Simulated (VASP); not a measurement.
# HfB2 (P6/mmm) in VASP: further runs

Aim: see how the results for HfB2 move with the level of theory and the settings. Levels: PBE+U, PBE, BLYP. Tasks: single point, relaxation of the atoms.

Program: VASP 6.6.1. These are calculated values, not measurements. Logs are shortened: lines on timing, memory, paths and dates and some standing lists are left out, and cuts for length are marked.

**1. The cell of the first run**

Symmetry: P6/mmm, No. 191, hexagonal system. Conventional cell: a = 3.133 Å, b = 3.133 Å, c = 3.479 Å, α = 90.00°, β = 90.00°, γ = 120.00°. Hf (site symmetry 6/mmm) has 12 B at 2.51 Å and 6 Hf at 3.13 Å within 3.3 Å. B (site symmetry -6m2) has 3 B at 1.81 Å within 2.4 Å.

**2. Single point, PBE+U**

INCAR

```
SYSTEM = HfB2
ALGO = Normal
EDIFF = 1E-6
ENCUT = 500
GGA = PE
GGA_COMPAT = .FALSE.
ISIF = 2
ISMEAR = 0
LASPH = .TRUE.
LCHARG = .FALSE.
LDAU = .TRUE.
LDAUJ = 0.52 0
LDAUL = 2 -1
LDAUPRINT = 1
LDAUTYPE = 1
LDAUU = 4.4 0
LMAXMIX = 4
LREAL = .FALSE.
LWAVE = .FALSE.
NBANDS = 15
NELM = 200
PREC = Accurate
SIGMA = 0.1
```

KPOINTS

```
k-points
0
G
  6 6 4
  0 0 0
```

POSCAR

```
HfB2
1.0
    3.1326790839      0.0000000000      0.0000000000
   -1.5663395419      2.7129796685      0.0000000000
    0.0000000000      0.0000000000      3.4792139900
Hf B
1 2
Direct
    0.0000000000      0.0000000000      0.0000000000
    0.3333333333      0.6666666667      0.5000000000
    0.6666666667      0.3333333333      0.5000000000
```

Potentials or basis: VASP PAW PBE potentials, release 64 (Hf_pv, B).

Command:

```
$ cat potpaw_PBE.64/Hf_pv/POTCAR potpaw_PBE.64/B/POTCAR > POTCAR
$ mpirun -np 1 vasp_std > vasp.out
```

OUTCAR:

```text
SYSTEM = HfB2
   EDIFF = 1E-6
   ENCUT = 500
   GGA = PE
   ISIF = 2
   ISMEAR = 0
   LASPH = .TRUE.
   LREAL = .FALSE.
   NELM = 200
   PREC = Accurate

 ion  position               nearest neighbor table
   1  0.000  0.000  0.000-   2 2.51   3 2.51   2 2.51   3 2.51   2 2.51   2 2.51   3 2.51   3 2.51
                             3 2.51   3 2.51   2 2.51   2 2.51
   2  0.333  0.667  0.500-   3 1.81   3 1.81   3 1.81   1 2.51   1 2.51   1 2.51   1 2.51   1 2.51
                             1 2.51
   3  0.667  0.333  0.500-   2 1.81   2 1.81   2 1.81   1 2.51   1 2.51   1 2.51   1 2.51   1 2.51
                             1 2.51

  LATTYP: Found a hexagonal cell.
 ALAT       =     3.1326790839
 C/A-ratio  =     1.1106193443

  Lattice vectors:

 A1 = (   3.1326790839,   0.0000000000,   0.0000000000)
 A2 = (  -1.5663395419,   2.7129796685,   0.0000000000)
 A3 = (   0.0000000000,   0.0000000000,   3.4792139900)

Analysis of symmetry for initial positions (statically):
=====================================================================
 Subroutine PRICEL returns:
 Original cell was already a primitive cell.

 Routine SETGRP: Setting up the symmetry group for a
 hexagonal supercell.

 Subroutine GETGRP returns: Found 24 space group operations
 (whereof 24 operations were pure point group operations)
 out of a pool of 24 trial point group operations.

The static configuration has the point symmetry D_6h.

Analysis of symmetry for dynamics (positions and initial velocities):
=====================================================================
 Subroutine PRICEL returns:
 Original cell was already a primitive cell.

 Routine SETGRP: Setting up the symmetry group for a
 hexagonal supercell.

 Subroutine GETGRP returns: Found 24 space group operations
 (whereof 24 operations were pure point group operations)
 out of a pool of 24 trial point group operations.

The dynamic configuration has the point symmetry D_6h.

 Subroutine INISYM returns: Found 24 space group operations
 (whereof 24 operations are pure point group operations),
 and found     1 'primitive' translations

----------------------------------------------------------------------------------------

                                     Primitive cell

  volume of cell :      29.5695

  direct lattice vectors                    reciprocal lattice vectors
     3.132679084  0.000000000  0.000000000     0.319215589  0.184299206  0.000000000
    -1.566339542  2.712979669  0.000000000     0.000000000  0.368598413  0.000000000
     0.000000000  0.000000000  3.479213990     0.000000000  0.000000000  0.287421240

  length of vectors
     3.132679084  3.132679084  3.479213990     0.368598413  0.368598413  0.287421240

  position of ions in fractional coordinates (direct lattice)
     0.000000000  0.000000000  0.000000000
     0.333333333  0.666666667  0.500000000
     0.666666667  0.333333333  0.500000000

  ion indices of the primitive-cell ions
   primitive index   ion index
                 1           1
                 2           2
                 3           3

----------------------------------------------------------------------------------------

 KPOINTS: k-points

Automatic generation of k-mesh.
 Grid dimensions read from file:
 generate k-points for:    6    6    4

 Generating k-lattice:

  Cartesian coordinates                     Fractional coordinates (reciprocal lattice)
     0.053202598  0.030716534  0.000000000     0.166666667  0.000000000  0.000000000
     0.000000000  0.061433069  0.000000000     0.000000000  0.166666667  0.000000000
     0.000000000  0.000000000  0.071855310     0.000000000  0.000000000  0.250000000

  Length of vectors
     0.061433069  0.061433069  0.071855310

  Shift w.r.t. Gamma in fractional coordinates (k-lattice)
     0.000000000  0.000000000  0.000000000

 Subroutine IBZKPT returns following result:
 ===========================================

 Found     21 irreducible k-points:

 Following reciprocal coordinates:
            Coordinates               Weight
  0.000000  0.000000  0.000000      1.000000
  0.166667  0.000000  0.000000      6.000000
  0.333333  0.000000  0.000000      6.000000
  0.500000  0.000000  0.000000      3.000000
  0.166667  0.166667  0.000000      6.000000
  0.333333  0.166667  0.000000     12.000000
[... 13 lines left out ...]
  0.333333  0.166667  0.500000     12.000000
  0.333333  0.333333  0.500000      2.000000
   k-points           NKPTS =     21   k-points in BZ     NKDIM =     21   number of bands    NBANDS=     15
   number of dos      NEDOS =    301   number of ions     NIONS =      3
   total plane-waves  NPLWV =  16128
   dimension x,y,z NGX =    24 NGY =   24 NGZ =   28
   dimension x,y,z NGXF=    48 NGYF=   48 NGZF=   56
   ions per type =               1   2
   NGX,Y,Z   is equivalent  to a cutoff of  12.74, 12.74, 13.38 a.u.
   NGXF,Y,Z  is equivalent  to a cutoff of  25.47, 25.47, 26.76 a.u.
 SYSTEM =  HfB2
   PREC   = accura    normal or accurate (medium, high low for compatibility)
   ISTART =      0    job   : 0-new  1-cont  2-samecut
   ICHARG =      2    charge: 1-file 2-atom 10-const
   ISPIN  =      1    spin polarized calculation?
   LNONCOLLINEAR =      F non collinear calculations
   LSORBIT =      F    spin-orbit coupling
   LASPH  =      T    aspherical Exc in radial PAW
   ENCUT  =  500.0 eV  36.75 Ry    6.06 a.u.   5.71  5.71  6.34*2*pi/ulx,y,z
   NELM   =    200;   NELMIN=  2; NELMDL= -5     # of ELM steps
   EDIFF  = 0.1E-05   stopping-criterion for ELM
   LREAL  =      F    real-space projection
   EDIFFG = 0.1E-04   stopping-criterion for IOM
   NSW    =      0    number of steps for IOM
   IBRION =     -1    ionic relax: 0-MD 1-quasi-New 2-CG
   NFREE  =      0    steps in history (QN), initial steepest desc. (CG)
   ISIF   =      2    stress and relaxation
   ISYM   =      2    0-nonsym 1-usesym 2-fastsym
   POTIM  = 0.5000    time-step for ionic-motion
   TEBEG  =    0.0;   TEEND  =   0.0 temperature during run
   PSTRESS=    0.0 pullay stress
   NELECT =      16.0000    total number of electrons
   NUPDOWN=      -1.0000    fix difference up-down
   EMIN   =  10.00;   EMAX   =-10.00  energy-range for DOS
   EFERMI =   0.00;   METHOD = LEGACY
   ISMEAR =     0;   SIGMA  =   0.10  broadening in eV -4-tet -1-fermi 0-gaus
   EFERMI_NEDOS =   21; number of points for ismear=-14 and -15
   IALGO  =     38    algorithm
   IMIX   =      4    mixing-type and parameters
     AMIX     =   0.40;   BMIX     =  1.00
     AMIX_MAG =   1.60;   BMIX_MAG =  1.00
  volume/ion in A,a.u.               =       9.86        66.51
  Fermi-wavevector in a.u.,A,eV,Ry     =   1.334034  2.520959 24.213571  1.779647
  Thomas-Fermi vector in A             =   2.462847
   LORBIT       =      0    0 simple, 1 ext, 2 COOP (PROOUT), +10 PAW based schemes
 LDA+U is selected, type is set to LDAUTYPE =  1
   angular momentum for each species LDAUL =     2   -1
   U (eV)           for each species LDAUU =   4.4  0.0
   J (eV)           for each species LDAUJ =   0.5  0.0
   GGA     = PE    functional components
   LHFCALC =     F    Hartree Fock is set to
   AEXX    =    0.0000 exact exchange contribution
   IVDW    =     0    specifies the selected vdW correction
   LEPSILON=     F    determine dielectric tensor
   LRPA    =     F    only Hartree local field effects (RPA)
 non-spin polarized calculation
 Gauss-broadening in eV      SIGMA  =   0.10
  energy-cutoff  :      500.00
  volume of cell :       29.57
 maximum number of plane-waves:       760
 NGX is ok and might be reduce to    24
   NGX = 11   NGY = 11   NGZ = 13

atom =   1  type =  1  l = 2

 onsite density matrix

spin component  1

  0.1886 -0.0000 -0.0000 -0.0000  0.0000
 -0.0000  0.1710  0.0000  0.0000 -0.0000
 -0.0000  0.0000  0.1537 -0.0000 -0.0000
 -0.0000  0.0000 -0.0000  0.1710  0.0000
  0.0000 -0.0000 -0.0000  0.0000  0.1886

spin component  2

  0.1886 -0.0000 -0.0000 -0.0000  0.0000
 -0.0000  0.1710  0.0000  0.0000 -0.0000
 -0.0000  0.0000  0.1537 -0.0000 -0.0000
 -0.0000  0.0000 -0.0000  0.1710  0.0000
  0.0000 -0.0000 -0.0000  0.0000  0.1886

 occupancies and eigenvectors

  o =  0.1537  v =  0.0000 -0.0000  1.0000  0.0000  0.0000  0.0000  0.0000  0.0000  0.0000  0.0000      0.0000  0.0000  0.0000  0.0000  0.0000  0.0000  0.0000  0.0000  0.0000  0.0000
  o =  0.1537  v =  0.0000  0.0000  0.0000  0.0000  0.0000  0.0000 -0.0000  1.0000  0.0000  0.0000      0.0000  0.0000  0.0000  0.0000  0.0000  0.0000  0.0000  0.0000  0.0000  0.0000
  o =  0.1710  v =  0.0000  0.9424  0.0000 -0.3345 -0.0000  0.0000  0.0000  0.0000  0.0000  0.0000      0.0000  0.0000  0.0000  0.0000  0.0000  0.0000  0.0000  0.0000  0.0000  0.0000
  o =  0.1710  v =  0.0000  0.0000  0.0000  0.0000  0.0000  0.0000  0.9424  0.0000 -0.3345 -0.0000      0.0000  0.0000  0.0000  0.0000  0.0000  0.0000  0.0000  0.0000  0.0000  0.0000
  o =  0.1710  v =  0.0000  0.0000  0.0000  0.0000  0.0000 -0.0000 -0.3345 -0.0000 -0.9424  0.0000      0.0000  0.0000  0.0000  0.0000  0.0000  0.0000  0.0000  0.0000  0.0000  0.0000
  o =  0.1710  v = -0.0000 -0.3345 -0.0000 -0.9424  0.0000  0.0000  0.0000  0.0000  0.0000  0.0000      0.0000  0.0000  0.0000  0.0000  0.0000  0.0000  0.0000  0.0000  0.0000  0.0000
  o =  0.1886  v = -0.9977  0.0000  0.0000  0.0000  0.0670  0.0000  0.0000  0.0000  0.0000  0.0000      0.0000  0.0000  0.0000  0.0000  0.0000  0.0000  0.0000  0.0000  0.0000  0.0000
  o =  0.1886  v =  0.0000  0.0000  0.0000  0.0000  0.0000 -0.9977  0.0000  0.0000  0.0000  0.0670      0.0000  0.0000  0.0000  0.0000  0.0000  0.0000  0.0000  0.0000  0.0000  0.0000
  o =  0.1886  v = -0.0670 -0.0000  0.0000 -0.0000 -0.9977  0.0000  0.0000  0.0000  0.0000  0.0000      0.0000  0.0000  0.0000  0.0000  0.0000  0.0000  0.0000  0.0000  0.0000  0.0000
  o =  0.1886  v =  0.0000  0.0000  0.0000  0.0000  0.0000 -0.0670 -0.0000  0.0000 -0.0000 -0.9977      0.0000  0.0000  0.0000  0.0000  0.0000  0.0000  0.0000  0.0000  0.0000  0.0000

 number of electron      15.9999998 magnetization

 Free energy of the ion-electron system (eV)
  ---------------------------------------------------
  ext. energy  EPLUGINS =         0.00000000
  ---------------------------------------------------
  free energy    TOTEN  =       -23.46622072 eV

  energy without entropy =      -23.46247437  energy(sigma->0) =      -23.46434754

 E-fermi :   7.8416     XC(G=0): -12.6236

 val. band max:        7.5461767673   @ k =   0.1667   0.0000   0.5000
 cond. band min:       7.8893142525   @ k =   0.3333   0.1667   0.0000
 fundamental gap:      0.3431374852
 Fermi energy:         7.8416255026

 k-point     1 :       0.0000    0.0000    0.0000
  band No.  band energies     occupation
      1     -23.3209      2.00000
      2     -22.8081      2.00000
      3     -22.8081      2.00000
      4      -5.9373      2.00000
      5       5.0244      2.00000
      6       5.2197      2.00000
      7       5.2482      2.00000
      8       5.2482      2.00000
      9      12.6409      0.00000
     10      12.6409      0.00000
     11      12.8975      0.00000
     12      12.8991      0.00000
     13      12.8991      0.00000
     14      13.0221      0.00000
     15      13.0221      0.00000

 k-point     2 :       0.1667    0.0000    0.0000
  band No.  band energies     occupation
      1     -23.2885      2.00000
      2     -23.0068      2.00000
      3     -22.8526      2.00000
      4      -5.3444      2.00000
      5       3.7315      2.00000
      6       4.7025      2.00000
      7       5.1008      2.00000
      8       5.7420      2.00000
      9      10.5571      0.00000
     10      11.9886      0.00000
     11      12.2367      0.00000
     12      12.6593      0.00000
     13      13.9685      0.00000
     14      15.0626      0.00000
     15      15.1994      0.00000
[... 311 lines left out ...]
      3     -23.0561      2.00000
      4      -2.2099      2.00000
      5       0.3847      2.00000
      6       2.7886      2.00000
      7       3.6356      2.00000
      8       5.0722      2.00000
      9      12.7269      0.00000
     10      13.1937      0.00000
     11      13.9502      0.00000
     12      15.4339      0.00000
     13      15.7961      0.00000
     14      16.1313      0.00000
     15      17.1192      0.00000

 k-point    21 :       0.3333    0.3333    0.5000
  band No.  band energies     occupation
      1     -23.3930      2.00000
      2     -23.3009      2.00000
      3     -23.3009      2.00000
      4      -1.0835      2.00000
      5      -1.0835      2.00000
      6       2.3588      2.00000
      7       4.8156      2.00000
      8       4.8156      2.00000
      9      12.4072      0.00000
     10      13.7636      0.00000
     11      15.4031      0.00000
     12      15.4031      0.00000
     13      15.7300      0.00000
     14      15.7300      0.00000
     15      17.4913      0.00000

------------------------ aborting loop because EDIFF is reached ----------------------------------------

  FORCE on cell =-STRESS in cart. coord.  units (eV):
  Direction    XX          YY          ZZ          XY          YZ          ZX
  --------------------------------------------------------------------------------------
  -------------------------------------------------------------------------------------
  Total        2.6005652      2.6005652      2.5516968      0.0000000      0.0000000     -0.0000000
  in kB      140.9077040    140.9077040    138.2598420      0.0000000      0.0000000     -0.0000000
  external PRESSURE =     140.0250833 kB  Pullay stress =       0.0000000 kB

 VOLUME and BASIS-vectors are now :
 -----------------------------------------------------------------------------
  energy-cutoff  :      500.00
  volume of cell :       29.57
      direct lattice vectors                 reciprocal lattice vectors
     3.132679084  0.000000000  0.000000000     0.319215589  0.184299206  0.000000000
    -1.566339542  2.712979669  0.000000000     0.000000000  0.368598413  0.000000000
     0.000000000  0.000000000  3.479213990     0.000000000  0.000000000  0.287421240

 POSITION                                       TOTAL-FORCE (eV/Angst)
 -----------------------------------------------------------------------------------
      0.00000      0.00000      0.00000        -0.000000      0.000000     -0.000000
     -0.00000      1.80865      1.73961         0.000000     -0.000000     -0.000000
      1.56634      0.90433      1.73961         0.000000     -0.000000      0.000000
 -----------------------------------------------------------------------------------
    total drift:                               -0.000000      0.000000      0.000000

  FREE ENERGIE OF THE ION-ELECTRON SYSTEM (eV)
  ---------------------------------------------------
  free  energy   TOTEN  =       -23.4662207163 eV

  energy  without entropy=      -23.4624743668  energy(sigma->0) =      -23.46434754
```

Run time: 5 s. Hardware: 1 thread of Intel Xeon 6975P-C (Granite Rapids), shared host; peak memory 0.14 GiB.

What came out:

| Quantity | Value |
| --- | --- |
| Free energy | -23.4662 eV |
| Pressure | 14.0 GPa |
| Band gap on the k mesh | zero (band 8 reaches 8.68 eV, above the bottom of band 9 at 7.89 eV) |

Levels at points of the mesh, in eV from the Fermi level:
```
           k point  band 6  band 7  band 8  band 9  band 10  band 11
(0.00, 0.00, 0.00)   -2.62   -2.59   -2.59    4.80     4.80     5.06
(0.50, 0.00, 0.00)   -3.79   -3.36   -2.40    2.12     3.43     6.04
(0.00, 0.00, 0.50)   -1.08   -1.08    0.84    0.84     1.63     1.63
(0.50, 0.00, 0.50)   -4.70   -4.46   -2.75    4.04     4.76     7.06
```

Eigenvalues of the final occupation matrices:
| site | spin | trace | eigenvalues |
| --- | --- | --- | --- |
| site 1 d | 1 | 0.87 | 0.15 0.17 0.17 0.19 0.19 |
| site 1 d | 2 | 0.87 | 0.15 0.17 0.17 0.19 0.19 |

Caveat: the k points lie up to 0.45 Å⁻¹ apart; spin-orbit coupling is left out, which moves the levels of the heavy elements; U without spin polarisation on a metal has little footing; the U is typed as a test and isn't derived for this compound.

**3. Single point, PBE, non-collinear spin, zero start, spin-orbit coupling**

INCAR

```
SYSTEM = HfB2
PREC = Accurate
ENCUT = 500
EDIFF = 1E-6
ISMEAR = 0
SIGMA = 0.1
LREAL = .False.
LASPH = .True.
NELM = 200
ALGO = Normal
ISIF = 2
LWAVE = .False.
LCHARG = .False.
MAGMOM = 0 0 0 0 0 0 0 0 0
LORBIT = 11
LSORBIT = .True.
GGA_COMPAT = .False.
LORBMOM = .True.
LMAXMIX = 4
GGA = PE
ISYM = -1
NBANDS = 29
```

KPOINTS

```
Automatic mesh
0
Gamma
  3 3 2
  0.5 0.5 0
```

POSCAR is that of step 2.

Potentials or basis: VASP PAW PBE potentials, release 64 (Hf_pv, B).

Command:

```
$ cat potpaw_PBE.64/Hf_pv/POTCAR potpaw_PBE.64/B/POTCAR > POTCAR
$ mpirun -np 1 vasp_ncl > vasp.out
```

It took 13 s on 1 thread of Intel Xeon 6975P-C (Granite Rapids), shared host; peak memory 0.21 GiB.

The run converged. Its results:

| Item | Value |
| --- | --- |
| Free energy | -26.8321 eV |
| Pressure | 3.6 GPa |
| Largest force | 0.313 eV/Å |
| Net moment | 0.00 μB per cell |
| Valence electrons inside the program's atomic spheres | Hf 8.79; B 1.94 |

Forces on the atoms (eV/Å):
```
Hf   0.000  0.000  0.000
B    0.271 -0.157  0.000
B   -0.271  0.157  0.000
```

Stress tensor (GPa, compression positive):
```
 7.39 -2.99  0.00
-2.99  3.94  0.00
 0.00  0.00 -0.57
```

Moments on the atoms (μB; x, y, z):
```
Hf  0.00 0.00 0.00
B   0.00 0.00 0.00
B   0.00 0.00 0.00
```

Caveat: the k points lie up to 0.90 Å⁻¹ apart.

**4. Relaxation of the atoms, BLYP**

INCAR

```
SYSTEM = HfB2
  AGGAC = 1.0
  AGGAX = 1.0
  ALDAC = 0.0
  ALDAX = 1.0
  ALGO = Normal
  EDIFF = 1E-7
  EDIFFG = -0.02
  ENCUT = 450
  GGA = B5
  GGA_COMPAT = .FALSE.
  IBRION = 2
  ISIF = 2
  ISMEAR = 0
  LASPH = .TRUE.
  LCHARG = .FALSE.
  LREAL = .FALSE.
  LWAVE = .FALSE.
  NELM = 120
  NELMIN = 4
  NSW = 30
  PREC = Accurate
  SIGMA = 0.1
```

KPOINTS

```
k-points
0
G
  6 6 4
  0 0 0
```

POSCAR is that of step 3.

Command:

```
$ cat potpaw_PBE.64/Hf_pv/POTCAR potpaw_PBE.64/B/POTCAR > POTCAR
$ mpirun -np 1 vasp_std > vasp.out
```

It took 7.9 s on 1 thread of Intel Xeon 6975P-C (Granite Rapids), shared host; peak memory 0.14 GiB.

The run converged. Its results:

```
Free energy             : -23.3095 eV
Pressure after relaxing : 9.6 GPa
Band gap on the k mesh  : zero (band 8 reaches 8.57 eV, above the bottom of band 9 at 7.90 eV)
```

Stress tensor (GPa, compression positive):
```
 9.26  0.00  0.00
 0.00  9.26  0.00
 0.00  0.00 10.39
```

Final structure:
```
Hf B
1.0
     3.13268    0.00000    0.00000
    -1.56634    2.71298    0.00000
     0.00000    0.00000    3.47921
Hf B
1 2
Cartesian
  0.0000 0.0000 0.0000
  0.0000 1.8087 1.7396
  1.5663 0.9043 1.7396
```

Levels at points of the mesh, in eV from the Fermi level:
```tsv
k point	band 4	band 5	band 6	band 7	band 8	band 9	band 10	band 11	band 12
(0.00, 0.00, 0.00)	-13.29	-2.58	-2.58	-2.54	-2.39	4.30	4.30	4.87	4.87
(0.50, 0.00, 0.00)	-9.32	-8.65	-3.79	-3.09	-2.42	2.47	3.04	5.86	5.96
(0.00, 0.00, 0.50)	-10.93	-7.85	-0.92	-0.92	0.72	0.72	1.34	1.34	2.48
(0.50, 0.00, 0.50)	-9.97	-7.10	-4.62	-4.27	-2.17	4.43	4.56	6.47	7.38
```

Caveat: the k points lie up to 0.45 Å⁻¹ apart; the relaxation stopped at its first step, so nothing moved; the PAW data sets were made with another functional, which shifts forces and pressure a little; spin-orbit coupling is left out, which moves the levels of the heavy elements.

**5. Summary**

| task | level | spin | U | cell | k mesh | cutoff (eV) | LDAUTYPE | hund's J | gap on the mesh (eV) | pressure (GPa) |
| --- | --- | --- | --- | --- | --- | --- | --- | --- | --- | --- |
| single point | PBE+U | off | Hf d U = 4.4 eV, J = 0.52 eV | as given | 6 × 6 × 4 | 500 | 1 | 0.52 | none | 14.0 |
| single point | PBE | non-collinear, zero start, SOC | - | as given | 3 × 3 × 2, shifted | 500 | - | - | - | 3.6 |
| relaxation of the atoms | BLYP | off | - | atoms relaxed | 6 × 6 × 4 | 450 | - | - | none | 9.6 |

Alike in all rows: potentials or basis VASP PAW PBE potentials, release 64 (Hf_pv, B); smearing gaussian 0.1 eV.

Caveats: all runs use coarse meshes; spin-orbit coupling is left out, which moves the levels of the heavy elements (some runs); U without spin polarisation on a metal has little footing (some runs); the U is typed as a test and isn't derived for this compound (some runs); the relaxation stopped at its first step, so nothing moved (some runs); the PAW data sets were made with another functional, which shifts forces and pressure a little (some runs).

Absolute energies hang on the potentials; compare differences alone.
